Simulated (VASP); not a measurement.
# AlAs (F-43m) in VASP: further runs

Runs on AlAs. Level: PBEsol. Tasks: single point, relaxation of cell and atoms.

All numbers are computed with VASP 6.6.1; they aren't measurements. Logs are shortened: lines on timing, memory, paths and dates and some standing lists are left out, and cuts for length are marked.

### Step 1. The cell of the first run

The structure is cubic, space group F-43m (No. 216). Conventional cell: a = 5.675 Å, b = 5.675 Å, c = 5.675 Å, α = 90.00°, β = 90.00°, γ = 90.00°. Within 3.2 Å of Al (site symmetry -43m) lie 4 As at 2.46 Å. Within 3.2 Å of As (site symmetry -43m) lie 4 Al at 2.46 Å.

### Step 2. Single point, PBEsol

INCAR reads:

```
SYSTEM = AlAs
ALGO = Normal
EDIFF = 1E-6
ENCUT = 500
GGA = PS
GGA_COMPAT = .False.
ISIF = 2
ISMEAR = 0
LASPH = .True.
LCHARG = .True.
LELF = .True.
LREAL = .False.
LVHAR = .True.
LWAVE = .False.
NBANDS = 11
NELM = 120
PREC = Accurate
SIGMA = 0.02
```

KPOINTS reads:

```
k-points
0
Gamma
  8 8 8
  0 0 0
```

POSCAR reads:

```
AlAs
1.0
    0.0000000000      2.8373092179      2.8373092179
    2.8373092179      0.0000000000      2.8373092179
    2.8373092179      2.8373092179      0.0000000000
Al As
1 1
Direct
    0.0000000000      0.0000000000      0.0000000000
    0.2500000000      0.2500000000      0.2500000000
```

Potentials or basis: VASP PAW PBE potentials, release 64 (Al, As).

Launch:

```bash
> cat potpaw_PBE.64/Al/POTCAR potpaw_PBE.64/As/POTCAR > POTCAR
> mpirun -np 1 vasp_std > vasp.out
```

OUTCAR:

```text
SYSTEM = AlAs
   EDIFF = 1E-6
   ENCUT = 500
   GGA = PS
   ISIF = 2
   ISMEAR = 0
   LASPH = .True.
   LREAL = .False.
   NELM = 120
   PREC = Accurate

 ion  position               nearest neighbor table
   1  0.000  0.000  0.000-   2 2.46   2 2.46   2 2.46   2 2.46
   2  0.250  0.250  0.250-   1 2.46   1 2.46   1 2.46   1 2.46

  LATTYP: Found a face centered cubic cell.
 ALAT       =     5.6746184358

  Lattice vectors:

 A1 = (   0.0000000000,   2.8373092179,   2.8373092179)
 A2 = (   2.8373092179,   0.0000000000,   2.8373092179)
 A3 = (   2.8373092179,   2.8373092179,   0.0000000000)

Analysis of symmetry for initial positions (statically):
=====================================================================
 Subroutine PRICEL returns:
 Original cell was already a primitive cell.

 Routine SETGRP: Setting up the symmetry group for a
 face centered cubic supercell.

 Subroutine GETGRP returns: Found 24 space group operations
 (whereof 24 operations were pure point group operations)
 out of a pool of 48 trial point group operations.

The static configuration has the point symmetry T_d .

Analysis of symmetry for dynamics (positions and initial velocities):
=====================================================================
 Subroutine PRICEL returns:
 Original cell was already a primitive cell.

 Routine SETGRP: Setting up the symmetry group for a
 face centered cubic supercell.

 Subroutine GETGRP returns: Found 24 space group operations
 (whereof 24 operations were pure point group operations)
 out of a pool of 48 trial point group operations.

The dynamic configuration has the point symmetry T_d .

 Subroutine INISYM returns: Found 24 space group operations
 (whereof 24 operations are pure point group operations),
 and found     1 'primitive' translations

----------------------------------------------------------------------------------------

                                     Primitive cell

  volume of cell :      45.6825

  direct lattice vectors                    reciprocal lattice vectors
     0.000000000  2.837309218  2.837309218    -0.176223302  0.176223302  0.176223302
     2.837309218  0.000000000  2.837309218     0.176223302 -0.176223302  0.176223302
     2.837309218  2.837309218  0.000000000     0.176223302  0.176223302 -0.176223302

  length of vectors
     4.012561177  4.012561177  4.012561177     0.305227713  0.305227713  0.305227713

  position of ions in fractional coordinates (direct lattice)
     0.000000000  0.000000000  0.000000000
     0.250000000  0.250000000  0.250000000

  ion indices of the primitive-cell ions
   primitive index   ion index
                 1           1
                 2           2

----------------------------------------------------------------------------------------

 KPOINTS: k-points

Automatic generation of k-mesh.
 Grid dimensions read from file:
 generate k-points for:    8    8    8

 Generating k-lattice:

  Cartesian coordinates                     Fractional coordinates (reciprocal lattice)
    -0.022027913  0.022027913  0.022027913     0.125000000  0.000000000  0.000000000
     0.022027913 -0.022027913  0.022027913     0.000000000  0.125000000  0.000000000
     0.022027913  0.022027913 -0.022027913     0.000000000  0.000000000  0.125000000

  Length of vectors
     0.038153464  0.038153464  0.038153464

  Shift w.r.t. Gamma in fractional coordinates (k-lattice)
     0.000000000  0.000000000  0.000000000

 Subroutine IBZKPT returns following result:
 ===========================================

 Found     29 irreducible k-points:

 Following reciprocal coordinates:
            Coordinates               Weight
  0.000000  0.000000  0.000000      1.000000
  0.125000  0.000000  0.000000      8.000000
  0.250000  0.000000  0.000000      8.000000
  0.375000  0.000000  0.000000      8.000000
  0.500000  0.000000  0.000000      4.000000
  0.125000  0.125000  0.000000      6.000000
[... 16 lines left out ...]
  0.500000  0.250000  0.125000     48.000000
 -0.375000  0.250000  0.125000     24.000000
 [... further k-points ...]
   k-points           NKPTS =     29   k-points in BZ     NKDIM =     29   number of bands    NBANDS=     11
   number of dos      NEDOS =    301   number of ions     NIONS =      2
   total plane-waves  NPLWV =  27000
   dimension x,y,z NGX =    30 NGY =   30 NGZ =   30
   dimension x,y,z NGXF=    60 NGYF=   60 NGZF=   60
   ions per type =               1   1
   NGX,Y,Z   is equivalent  to a cutoff of  12.43, 12.43, 12.43 a.u.
   NGXF,Y,Z  is equivalent  to a cutoff of  24.86, 24.86, 24.86 a.u.
 SYSTEM =  AlAs
   PREC   = accura    normal or accurate (medium, high low for compatibility)
   ISTART =      0    job   : 0-new  1-cont  2-samecut
   ICHARG =      2    charge: 1-file 2-atom 10-const
   ISPIN  =      1    spin polarized calculation?
   LNONCOLLINEAR =      F non collinear calculations
   LSORBIT =      F    spin-orbit coupling
   LASPH  =      T    aspherical Exc in radial PAW
   ENCUT  =  500.0 eV  36.75 Ry    6.06 a.u.   7.32  7.32  7.32*2*pi/ulx,y,z
   NELM   =    120;   NELMIN=  2; NELMDL= -5     # of ELM steps
   EDIFF  = 0.1E-05   stopping-criterion for ELM
   LREAL  =      F    real-space projection
   EDIFFG = 0.1E-04   stopping-criterion for IOM
   NSW    =      0    number of steps for IOM
   IBRION =     -1    ionic relax: 0-MD 1-quasi-New 2-CG
   NFREE  =      0    steps in history (QN), initial steepest desc. (CG)
   ISIF   =      2    stress and relaxation
   ISYM   =      2    0-nonsym 1-usesym 2-fastsym
   POTIM  = 0.5000    time-step for ionic-motion
   TEBEG  =    0.0;   TEEND  =   0.0 temperature during run
   PSTRESS=    0.0 pullay stress
   NELECT =       8.0000    total number of electrons
   NUPDOWN=      -1.0000    fix difference up-down
   EMIN   =  10.00;   EMAX   =-10.00  energy-range for DOS
   EFERMI =   0.00;   METHOD = LEGACY
   ISMEAR =     0;   SIGMA  =   0.02  broadening in eV -4-tet -1-fermi 0-gaus
   EFERMI_NEDOS =   21; number of points for ismear=-14 and -15
   IALGO  =     38    algorithm
   IMIX   =      4    mixing-type and parameters
     AMIX     =   0.40;   BMIX     =  1.00
     AMIX_MAG =   1.60;   BMIX_MAG =  1.00
  volume/ion in A,a.u.               =      22.84       154.14
  Fermi-wavevector in a.u.,A,eV,Ry     =   0.915914  1.730827 11.413913  0.838899
  Thomas-Fermi vector in A             =   2.040710
   LORBIT       =      0    0 simple, 1 ext, 2 COOP (PROOUT), +10 PAW based schemes
   GGA     = PS    functional components
   LHFCALC =     F    Hartree Fock is set to
   AEXX    =    0.0000 exact exchange contribution
   IVDW    =     0    specifies the selected vdW correction
   LEPSILON=     F    determine dielectric tensor
   LRPA    =     F    only Hartree local field effects (RPA)
 non-spin polarized calculation
 Gauss-broadening in eV      SIGMA  =   0.02
  energy-cutoff  :      500.00
  volume of cell :       45.68
 maximum number of plane-waves:      1211
 NGX is ok and might be reduce to    30
   NGX = 15   NGY = 15   NGZ = 15

 number of electron       8.0000000 magnetization

 Free energy of the ion-electron system (eV)
  ---------------------------------------------------
  ext. energy  EPLUGINS =         0.00000000
  ---------------------------------------------------
  free energy    TOTEN  =       -10.06468331 eV

  energy without entropy =      -10.06468331  energy(sigma->0) =      -10.06468331

 E-fermi :   3.8260     XC(G=0):  -9.1675

 val. band max:        3.7402333304   @ k =   0.0000   0.0000   0.0000
 cond. band min:       5.0717664051   @ k =   0.5000   0.5000   0.0000
 fundamental gap:      1.3315330748
 Fermi energy:         3.8259881655

 k-point     1 :       0.0000    0.0000    0.0000
  band No.  band energies     occupation
      1      -8.1059      2.00000
      2       3.7402      2.00000
      3       3.7402      2.00000
      4       3.7402      2.00000
      5       5.6630      0.00000
      6       7.9908      0.00000
      7       7.9908      0.00000
      8       7.9908      0.00000
      9      12.4110      0.00000
     10      12.7161      0.00000
     11      12.7161      0.00000

 k-point     2 :       0.1250    0.0000    0.0000
  band No.  band energies     occupation
      1      -7.9538      2.00000
      2       2.2970      2.00000
      3       3.5797      2.00000
      4       3.5797      2.00000
      5       6.4350      0.00000
      6       8.2713      0.00000
      7       8.2713      0.00000
      8       8.3692      0.00000
      9      12.0913      0.00000
     10      12.0913      0.00000
     11      13.1408      0.00000

 k-point     3 :       0.2500    0.0000    0.0000
  band No.  band energies     occupation
      1      -7.5321      2.00000
      2       0.3435      2.00000
      3       3.2634      2.00000
      4       3.2634      2.00000
      5       6.2681      0.00000
      6       8.6065      0.00000
      7       8.6065      0.00000
      8      10.0771      0.00000
      9      11.9805      0.00000
     10      11.9805      0.00000
     11      12.9480      0.00000

 k-point     4 :       0.3750    0.0000    0.0000
  band No.  band energies     occupation
      1      -6.9866      2.00000
      2      -1.1979      2.00000
      3       3.0111      2.00000
      4       3.0111      2.00000
      5       5.9240      0.00000
      6       8.4848      0.00000
      7       8.4848      0.00000
      8      11.2844      0.00000
      9      13.2756      0.00000
     10      13.2756      0.00000
     11      13.3110      0.00000
[... 239 lines left out ...]
 k-point    22 :       0.3750    0.2500    0.1250
  band No.  band energies     occupation
      1      -7.1794      2.00000
      2      -0.0302      2.00000
      3       1.7817      2.00000
      4       2.7646      2.00000
      5       7.2627      0.00000
      6       7.9380      0.00000
      7       8.9575      0.00000
      8      10.2078      0.00000
      9      11.8295      0.00000
     10      14.0818      0.00000
     11      15.6339      0.00000

 k-point    23 :       0.5000    0.2500    0.1250
  band No.  band energies     occupation
      1      -6.6888      2.00000
      2      -1.0376      2.00000
      3       1.1936      2.00000
      4       2.3815      2.00000
      5       7.3435      0.00000
      6       8.1193      0.00000
      7       9.4449      0.00000
      8      10.5364      0.00000
      9      12.9838      0.00000
     10      14.1873      0.00000
     11      15.7670      0.00000

 k-point    24 :      -0.3750    0.2500    0.1250
  band No.  band energies     occupation
      1      -6.4355      2.00000
      2      -1.5151      2.00000
      3       1.0419      2.00000
      4       2.1978      2.00000
      5       7.3346      0.00000
      6       7.8966      0.00000
      7      10.3546      0.00000
      8      11.2854      0.00000
      9      12.0073      0.00000
     10      14.6283      0.00000
     11      15.8926      0.00000

 [... further k-points ...]

------------------------ aborting loop because EDIFF is reached ----------------------------------------

  FORCE on cell =-STRESS in cart. coord.  units (eV):
  Direction    XX          YY          ZZ          XY          YZ          ZX
  --------------------------------------------------------------------------------------
  -------------------------------------------------------------------------------------
  Total        0.0776317      0.0776317      0.0776317     -0.0000000     -0.0000000     -0.0000000
  in kB        2.7226988      2.7226988      2.7226988     -0.0000000     -0.0000000     -0.0000000
  external PRESSURE =       2.7226988 kB  Pullay stress =       0.0000000 kB

 VOLUME and BASIS-vectors are now :
 -----------------------------------------------------------------------------
  energy-cutoff  :      500.00
  volume of cell :       45.68
      direct lattice vectors                 reciprocal lattice vectors
     0.000000000  2.837309218  2.837309218    -0.176223302  0.176223302  0.176223302
     2.837309218  0.000000000  2.837309218     0.176223302 -0.176223302  0.176223302
     2.837309218  2.837309218  0.000000000     0.176223302  0.176223302 -0.176223302

 POSITION                                       TOTAL-FORCE (eV/Angst)
 -----------------------------------------------------------------------------------
      0.00000      0.00000      0.00000         0.000000      0.000000      0.000000
      1.41865      1.41865      1.41865        -0.000000     -0.000000     -0.000000
 -----------------------------------------------------------------------------------
    total drift:                               -0.000000     -0.000000     -0.000000

  FREE ENERGIE OF THE ION-ELECTRON SYSTEM (eV)
  ---------------------------------------------------
  free  energy   TOTEN  =       -10.0646833079 eV

  energy  without entropy=      -10.0646833079  energy(sigma->0) =      -10.06468331
```

Wall time 14 s (1 thread of Intel Xeon Platinum 8375C at 2.90GHz (Ice Lake), shared host); peak memory 0.16 GiB.

What came out:

| Quantity | Value |
| --- | --- |
| Free energy | -10.0647 eV |
| Pressure | 0.3 GPa |
| Band gap on the k mesh | 1.33 eV (least direct gap 1.92 eV) |

Caveat: the PAW data sets were made with another functional, which shifts forces and pressure a little. A k mesh can miss the band edges.

### Step 3. Relaxation of cell and atoms, PBEsol

This run uses another cell than the first one, of 23.49 Å³/atom.

INCAR reads:

```
SYSTEM = AlAs
ALGO = Normal
EDIFF = 1E-7
EDIFFG = -0.005
ENCUT = 500
GGA = PS
GGA_COMPAT = .FALSE.
IBRION = 2
ISIF = 3
ISMEAR = 0
LASPH = .TRUE.
LCHARG = .FALSE.
LREAL = .FALSE.
LWAVE = .FALSE.
NELM = 120
NELMIN = 4
NSW = 70
PREC = Accurate
SIGMA = 0.02
```

KPOINTS reads:

```
k-points
0
G
  8 8 8
  0 0 0
```

POSCAR reads:

```
AlAs
1.0
    0.0000000000      2.8638066096      2.8638066096
    2.8638066096      0.0000000000      2.8638066096
    2.8638066096      2.8638066096      0.0000000000
Al As
1 1
Direct
    0.0000000000      0.0000000000      0.0000000000
    0.2500000000      0.2500000000      0.2500000000
```

Potentials or basis: VASP PAW PBE potentials, release 64 (Al, As).

Launch:

```bash
> cat potpaw_PBE.64/Al/POTCAR potpaw_PBE.64/As/POTCAR > POTCAR
> mpirun -np 1 vasp_std > vasp.out
```

Wall time 23 s (1 thread of Intel Xeon Platinum 8375C at 2.90GHz (Ice Lake), shared host); peak memory 0.17 GiB.

Results (log left out):

- Free energy: -10.0649 eV
- Relaxed volume: 22.93 Å³/atom
- Relaxed cell: a = 4.018 Å, b = 4.018 Å, c = 4.018 Å, α = 60.00°, β = 60.00°, γ = 60.00°
- Space group after relaxing (to 0.1 Å): F-43m (No. 216)
- Energy gained by relaxing: 3.0 meV/atom
- Ionic steps: 3
- Pressure after relaxing: 0.0 GPa
- Band gap on the k mesh: 1.34 eV (least direct gap 1.89 eV)

Step by step:
```
step  energy change (eV)  largest force (eV/Å)  pressure (GPa)  volume (Å³)
   1              0.0000                0.0000           -1.66        46.97
   2             -0.0046                0.0000            0.83        45.34
   3             -0.0059                0.0000            0.00        45.85
```

Final structure:
```
Al As
1.0
     0.00000    2.84085    2.84085
     2.84085    0.00000    2.84085
     2.84085    2.84085    0.00000
Al As
1 1
Direct
  0.00000 0.00000 0.00000
  0.25000 0.25000 0.25000
```

Levels at points of the mesh, in eV from the valence-band top:
| k point | band 1 | band 2 | band 3 | band 4 | band 5 | band 6 | band 7 | band 8 |
| --- | --- | --- | --- | --- | --- | --- | --- | --- |
| (0.00, 0.00, 0.00) | -11.83 | 0.00 | 0.00 | 0.00 | 1.89 | 4.24 | 4.24 | 4.24 |
| (0.50, 0.00, 0.00) | -10.42 | -5.55 | -0.82 | -0.82 | 2.04 | 4.62 | 4.62 | 7.56 |
| (0.50, 0.50, 0.00) | -9.88 | -5.40 | -2.16 | -2.16 | 1.34 | 2.22 | 10.20 | 10.20 |

Caveat: the PAW data sets were made with another functional, which shifts forces and pressure a little.
